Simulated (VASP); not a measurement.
# NaF (Fm-3m) in VASP: a series of runs

NaF is run at these levels: HSE06, PBE-based screened hybrid with 10 % exact exchange; tasks: single point.

All numbers are computed with VASP 6.6.1; they aren't measurements. Logs are shortened: lines on timing, memory, paths and dates and some standing lists are left out, and cuts for length are marked.

**1. The cell of the first run**

It takes space group Fm-3m (No. 225, cubic). The conventional cell has a = 4.577 Å, b = 4.577 Å, c = 4.577 Å, α = 90.00°, β = 90.00°, γ = 90.00°. Within 3.0 Å of Na (site symmetry m-3m) lie 6 F at 2.29 Å. F (site symmetry m-3m) has 6 Na at 2.29 Å within 3.0 Å.

**2. Single point, HSE06**

File POSCAR:

```
NaF
1.0
    0.0000000000      2.2886448050      2.2886448050
    2.2886448050      0.0000000000      2.2886448050
    2.2886448050      2.2886448050      0.0000000000
Na F
1 1
Direct
    0.0000000000      0.0000000000      0.0000000000
    0.5000000000      0.5000000000      0.5000000000
```

File INCAR.step1:

```
  ALGO = Normal
  EDIFF = 1E-5
  ENCUT = 520
  GGA = PE
  ISIF = 2
  ISMEAR = -1
  LASPH = True
  LREAL = False
  LWAVE = True
  NBANDS = 14
  NELM = 80
  PREC = Accurate
  SIGMA = 0.05
```

File INCAR.step2:

```
  ALGO = Normal
  EDIFF = 1E-6
  ENCUT = 520
  GGA = PE
  HFSCREEN = 0.2079
  ISIF = 2
  ISMEAR = -1
  ISTART = 1
  LASPH = True
  LCHARG = True
  LELF = True
  LHFCALC = True
  LREAL = False
  LVHAR = True
  LWAVE = False
  NBANDS = 14
  NELM = 80
  PREC = Accurate
  PRECFOCK = Normal
  SIGMA = 0.05
```

File KPOINTS:

```
k-points
0
Gamma
  6 6 6
```

Potentials or basis: VASP PAW PBE potentials, release 64 (Na_pv, F).

Launch:

```sh
$ cat potpaw_PBE.64/Na_pv/POTCAR potpaw_PBE.64/F/POTCAR > POTCAR
$ cp INCAR.step1 INCAR
$ mpirun -np 1 vasp_std > vasp.out
$ cp INCAR.step2 INCAR
$ mpirun -np 1 vasp_std > vasp.out
```

OUTCAR:

```text
EDIFF = 1E-6
   ENCUT = 520
   GGA = PE
   HFSCREEN = 0.2079
   ISIF = 2
   ISMEAR = -1
   ISTART = 1
   LASPH = True
   LHFCALC = True
   LREAL = False
   NELM = 80
   PREC = Accurate
   PRECFOCK = Normal

 ion  position               nearest neighbor table
   1  0.000  0.000  0.000-   2 2.29   2 2.29   2 2.29   2 2.29   2 2.29   2 2.29
   2  0.500  0.500  0.500-   1 2.29   1 2.29   1 2.29   1 2.29   1 2.29   1 2.29

  LATTYP: Found a face centered cubic cell.
 ALAT       =     4.5772896100

  Lattice vectors:

 A1 = (   0.0000000000,   2.2886448050,   2.2886448050)
 A2 = (   2.2886448050,   0.0000000000,   2.2886448050)
 A3 = (   2.2886448050,   2.2886448050,   0.0000000000)

Analysis of symmetry for initial positions (statically):
=====================================================================
 Subroutine PRICEL returns:
 Original cell was already a primitive cell.

 Routine SETGRP: Setting up the symmetry group for a
 face centered cubic supercell.

 Subroutine GETGRP returns: Found 48 space group operations
 (whereof 48 operations were pure point group operations)
 out of a pool of 48 trial point group operations.

The static configuration has the point symmetry O_h .

Analysis of symmetry for dynamics (positions and initial velocities):
=====================================================================
 Subroutine PRICEL returns:
 Original cell was already a primitive cell.

 Routine SETGRP: Setting up the symmetry group for a
 face centered cubic supercell.

 Subroutine GETGRP returns: Found 48 space group operations
 (whereof 48 operations were pure point group operations)
 out of a pool of 48 trial point group operations.

The dynamic configuration has the point symmetry O_h .

 Subroutine INISYM returns: Found 48 space group operations
 (whereof 48 operations are pure point group operations),
 and found     1 'primitive' translations

----------------------------------------------------------------------------------------

                                     Primitive cell

  volume of cell :      23.9754

  direct lattice vectors                    reciprocal lattice vectors
     0.000000000  2.288644805  2.288644805    -0.218469899  0.218469899  0.218469899
     2.288644805  0.000000000  2.288644805     0.218469899 -0.218469899  0.218469899
     2.288644805  2.288644805  0.000000000     0.218469899  0.218469899 -0.218469899

  length of vectors
     3.236632523  3.236632523  3.236632523     0.378400965  0.378400965  0.378400965

  position of ions in fractional coordinates (direct lattice)
     0.000000000  0.000000000  0.000000000
     0.500000000  0.500000000  0.500000000

  ion indices of the primitive-cell ions
   primitive index   ion index
                 1           1
                 2           2

----------------------------------------------------------------------------------------

 KPOINTS: k-points

Automatic generation of k-mesh.
 Grid dimensions read from file:
 generate k-points for:    6    6    6

 Generating k-lattice:

  Cartesian coordinates                     Fractional coordinates (reciprocal lattice)
    -0.036411650  0.036411650  0.036411650     0.166666667  0.000000000  0.000000000
     0.036411650 -0.036411650  0.036411650     0.000000000  0.166666667  0.000000000
     0.036411650  0.036411650 -0.036411650     0.000000000  0.000000000  0.166666667

  Length of vectors
     0.063066828  0.063066828  0.063066828

  Shift w.r.t. Gamma in fractional coordinates (k-lattice)
     0.000000000  0.000000000  0.000000000

 Subroutine IBZKPT returns following result:
 ===========================================

 Found     16 irreducible k-points:

 Following reciprocal coordinates:
            Coordinates               Weight
  0.000000  0.000000  0.000000      1.000000
  0.166667  0.000000  0.000000      8.000000
  0.333333  0.000000  0.000000      8.000000
  0.500000  0.000000  0.000000      4.000000
  0.166667  0.166667  0.000000      6.000000
  0.333333  0.166667  0.000000     24.000000
[... 8 lines left out ...]
 -0.333333  0.333333  0.166667     24.000000
 -0.333333  0.500000  0.166667     12.000000
   k-points           NKPTS =     16   k-points in BZ     NKDIM =    216   number of bands    NBANDS=     14
   number of dos      NEDOS =    301   number of ions     NIONS =      2
   total plane-waves  NPLWV =  13824
   dimension x,y,z NGX =    24 NGY =   24 NGZ =   24
   dimension x,y,z NGXF=    48 NGYF=   48 NGZF=   48
   ions per type =               1   1
   NGX,Y,Z   is equivalent  to a cutoff of  12.33, 12.33, 12.33 a.u.
   NGXF,Y,Z  is equivalent  to a cutoff of  24.65, 24.65, 24.65 a.u.
 SYSTEM =  unknown system
   PREC   = accura    normal or accurate (medium, high low for compatibility)
   ISTART =      1    job   : 0-new  1-cont  2-samecut
   ICHARG =      0    charge: 1-file 2-atom 10-const
   ISPIN  =      1    spin polarized calculation?
   LNONCOLLINEAR =      F non collinear calculations
   LSORBIT =      F    spin-orbit coupling
   LASPH  =      T    aspherical Exc in radial PAW
   ENCUT  =  520.0 eV  38.22 Ry    6.18 a.u.   6.02  6.02  6.02*2*pi/ulx,y,z
   NELM   =     80;   NELMIN=  2; NELMDL=  0     # of ELM steps
   EDIFF  = 0.1E-05   stopping-criterion for ELM
   LREAL  =      F    real-space projection
   EDIFFG = 0.1E-04   stopping-criterion for IOM
   NSW    =      0    number of steps for IOM
   IBRION =     -1    ionic relax: 0-MD 1-quasi-New 2-CG
   NFREE  =      0    steps in history (QN), initial steepest desc. (CG)
   ISIF   =      2    stress and relaxation
   ISYM   =      3    0-nonsym 1-usesym 2-fastsym
   POTIM  = 0.5000    time-step for ionic-motion
   TEBEG  =    0.0;   TEEND  =   0.0 temperature during run
   PSTRESS=    0.0 pullay stress
   NELECT =      14.0000    total number of electrons
   NUPDOWN=      -1.0000    fix difference up-down
   EMIN   =  10.00;   EMAX   =-10.00  energy-range for DOS
   EFERMI =   0.00;   METHOD = LEGACY
   ISMEAR =    -1;   SIGMA  =   0.05  broadening in eV -4-tet -1-fermi 0-gaus
   EFERMI_NEDOS =   21; number of points for ismear=-14 and -15
   IALGO  =     38    algorithm
   IMIX   =      1    mixing-type and parameters
     AMIX     =   0.40;   BMIX     =  1.00
     AMIX_MAG =   1.60;   BMIX_MAG =  1.00
  volume/ion in A,a.u.               =      11.99        80.90
  Fermi-wavevector in a.u.,A,eV,Ry     =   1.368346  2.585798 25.475134  1.872370
  Thomas-Fermi vector in A             =   2.494318
   LORBIT       =      0    0 simple, 1 ext, 2 COOP (PROOUT), +10 PAW based schemes
   GGA     = PE    functional components
   LHFCALC =     T    Hartree Fock is set to
   PRECFOCK=normal    Normal, Fast or Accurate (Low or Medium for compatibility)
   ENCUT4O =  -1.0   cutoff for four orbital integrals eV
   NKREDX  =     1    reduce k-point grid by
   NKREDY  =     1    reduce k-point grid by
   NKREDZ  =     1    reduce k-point grid by
   AEXX    =    0.2500 exact exchange contribution
   HFSCREEN=    0.2079 screening length (either q_TF or 0.3 A-1)
   HFSCREENC=   0.2079 screening length for correlation (either q_TF or 0.3 A-1)
   ENCUTFOCK=  -1.0 apply spherical cutoff to Coloumb kernel
   IVDW    =     0    specifies the selected vdW correction
   LEPSILON=     F    determine dielectric tensor
   LRPA    =     F    only Hartree local field effects (RPA)
 non-spin polarized calculation
  energy-cutoff  :      520.00
  volume of cell :       23.98
 maximum number of plane-waves:       656
  NGX = 20; NGY = 20; NGZ = 20

 number of electron      13.9999997 magnetization

 Free energy of the ion-electron system (eV)
  ---------------------------------------------------
  ext. energy  EPLUGINS =         0.00000000
  ---------------------------------------------------
  free energy    TOTEN  =       -10.30469870 eV

  energy without entropy =      -10.30469870  energy(sigma->0) =      -10.30469870

 E-fermi :  -2.5760     XC(G=0):  -7.6473

 val. band max:       -3.6102664988   @ k =   0.0000   0.0000   0.0000
 cond. band min:       5.0624406712   @ k =   0.0000   0.0000   0.0000
 fundamental gap:      8.6727071700
 Fermi energy:        -2.5760044400

 k-point     1 :       0.0000    0.0000    0.0000
  band No.  band energies     occupation
      1     -24.4058      2.00000
      2     -23.8634      2.00000
      3     -23.8634      2.00000
      4     -23.8634      2.00000
      5      -3.6103      2.00000
      6      -3.6103      2.00000
      7      -3.6103      2.00000
      8       5.0624      0.00000
      9      18.0353      0.00000
     10      18.0353      0.00000
     11      18.0353      0.00000
     12      20.7250      0.00000
     13      23.4107      0.00000
     14      23.4107      0.00000

 k-point     2 :       0.1667    0.0000    0.0000
  band No.  band energies     occupation
      1     -24.6245      2.00000
      2     -23.8663      2.00000
      3     -23.8663      2.00000
      4     -23.6031      2.00000
      5      -4.1124      2.00000
      6      -3.6838      2.00000
      7      -3.6838      2.00000
      8       6.0220      0.00000
      9      15.4502      0.00000
     10      18.4871      0.00000
     11      18.4871      0.00000
     12      22.5735      0.00000
     13      22.5735      0.00000
     14      23.5089      0.00000

 k-point     3 :       0.3333    0.0000    0.0000
  band No.  band energies     occupation
      1     -24.8722      2.00000
      2     -23.8721      2.00000
      3     -23.8721      2.00000
      4     -23.2705      2.00000
      5      -4.9521      2.00000
      6      -3.8278      2.00000
      7      -3.8278      2.00000
      8       8.0939      0.00000
      9      12.9684      0.00000
     10      19.2176      0.00000
     11      19.2176      0.00000
     12      22.1200      0.00000
     13      22.1200      0.00000
     14      23.5240      0.00000
[... 188 lines left out ...]
 k-point    15 :      -0.3333    0.3333    0.1667
  band No.  band energies     occupation
      1     -24.6713      2.00000
      2     -23.9441      2.00000
      3     -23.9190      2.00000
      4     -23.3786      2.00000
      5      -4.8356      2.00000
      6      -4.4045      2.00000
      7      -4.0689      2.00000
      8      11.3360      0.00000
      9      11.9275      0.00000
     10      15.3822      0.00000
     11      17.3653      0.00000
     12      22.0087      0.00000
     13      22.7871      0.00000
     14      27.7356      0.00000

 k-point    16 :      -0.3333    0.5000    0.1667
  band No.  band energies     occupation
      1     -24.4654      2.00000
      2     -23.9904      2.00000
      3     -23.9437      2.00000
      4     -23.5453      2.00000
      5      -4.7839      2.00000
      6      -4.3196      2.00000
      7      -4.1946      2.00000
      8      12.1099      0.00000
      9      12.2087      0.00000
     10      13.8075      0.00000
     11      17.1151      0.00000
     12      20.9092      0.00000
     13      25.5553      0.00000
     14      25.7838      0.00000

------------------------ aborting loop because EDIFF is reached ----------------------------------------

  FORCE on cell =-STRESS in cart. coord.  units (eV):
  Direction    XX          YY          ZZ          XY          YZ          ZX
  --------------------------------------------------------------------------------------
  -------------------------------------------------------------------------------------
  Total        0.3438569      0.3438569      0.3438569     -0.0000000     -0.0000000      0.0000000
  in kB       22.9785764     22.9785764     22.9785764     -0.0000000     -0.0000000      0.0000000
  external PRESSURE =      22.9785764 kB  Pullay stress =       0.0000000 kB

 VOLUME and BASIS-vectors are now :
 -----------------------------------------------------------------------------
  energy-cutoff  :      520.00
  volume of cell :       23.98
      direct lattice vectors                 reciprocal lattice vectors
     0.000000000  2.288644805  2.288644805    -0.218469899  0.218469899  0.218469899
     2.288644805  0.000000000  2.288644805     0.218469899 -0.218469899  0.218469899
     2.288644805  2.288644805  0.000000000     0.218469899  0.218469899 -0.218469899

 POSITION                                       TOTAL-FORCE (eV/Angst)
 -----------------------------------------------------------------------------------
      0.00000      0.00000      0.00000        -0.000000      0.000000      0.000000
      2.28864      2.28864      2.28864         0.000000     -0.000000     -0.000000
 -----------------------------------------------------------------------------------
    total drift:                               -0.000003     -0.000005     -0.000005

  FREE ENERGIE OF THE ION-ELECTRON SYSTEM (eV)
  ---------------------------------------------------
  free  energy   TOTEN  =       -10.3046986973 eV

  energy  without entropy=      -10.3046986972  energy(sigma->0) =      -10.30469870
```

Run time: 13 min. Hardware: 1 thread of Intel Xeon Platinum 8488C (Sapphire Rapids), shared host; peak memory 0.23 GiB.

Results:

| Quantity | Value |
| --- | --- |
| Free energy | -10.3047 eV |
| Pressure | 2.3 GPa |
| Band gap on the k mesh | 8.67 eV |

Caveat: the PAW data sets were made with another functional, which shifts forces and pressure a little.

**3. Single point, PBE-based screened hybrid with 10 % exact exchange**

This run uses another cell than the first one, of 12.49 Å³/atom.

File POSCAR:

```
NaF
1.0
    0.0000000000      2.3200000000      2.3200000000
    2.3200000000      0.0000000000      2.3200000000
    2.3200000000      2.3200000000      0.0000000000
Na F
1 1
Direct
    0.0000000000      0.0000000000      0.0000000000
    0.5000000000      0.5000000000      0.5000000000
```

File INCAR.step1:

```
PREC = Accurate ; ENCUT = 520
EDIFF = 1E-5 ; ISMEAR = -1
SIGMA = 0.05 ; LREAL = F
LASPH = T ; NELM = 100
ALGO = Normal ; ISIF = 2
LWAVE = T ; LCHARG = F
NBANDS = 14 ; GGA = PE
```

File INCAR.step2:

```
PREC = Accurate ; ENCUT = 520
EDIFF = 1E-6 ; ISMEAR = -1
SIGMA = 0.05 ; LREAL = F
LASPH = T ; NELM = 100
ALGO = Normal ; ISIF = 2
LWAVE = F ; LCHARG = F
GGA = PE ; LHFCALC = T
AEXX = 0.1 ; HFSCREEN = 0.2078699
PRECFOCK = Normal ; NBANDS = 14
ISTART = 1
```

File KPOINTS:

```
regular mesh
0
Gamma
  6 6 6
```

Potentials or basis: VASP PAW PBE potentials, release 64 (Na_pv, F).

Launch:

```sh
$ cat potpaw_PBE.64/Na_pv/POTCAR potpaw_PBE.64/F/POTCAR > POTCAR
$ cp INCAR.step1 INCAR
$ mpirun -np 1 vasp_std > vasp.out
$ cp INCAR.step2 INCAR
$ mpirun -np 1 vasp_std > vasp.out
```

Wall time 6.1 min (1 thread of Intel Xeon 6975P-C (Granite Rapids), shared host); peak memory 0.24 GiB.

The run converged. Its results:

- Free energy: -9.2541 eV
- Pressure: 1.1 GPa
- Band gap on the k mesh: 7.13 eV

Levels at points of the mesh, in eV from the valence-band top:
| k point | band 5 | band 6 | band 7 | band 8 | band 9 | band 10 |
| --- | --- | --- | --- | --- | --- | --- |
| (0.00, 0.00, 0.00) | 0.00 | 0.00 | 0.00 | 7.13 | 19.89 | 19.89 |
| (0.50, 0.00, 0.00) | -1.60 | -0.26 | -0.26 | 11.63 | 13.38 | 21.04 |
| (0.50, 0.50, 0.00) | -1.29 | -0.41 | -0.41 | 14.06 | 14.16 | 14.51 |

Caveat: the PAW data sets were made with another functional, which shifts forces and pressure a little.
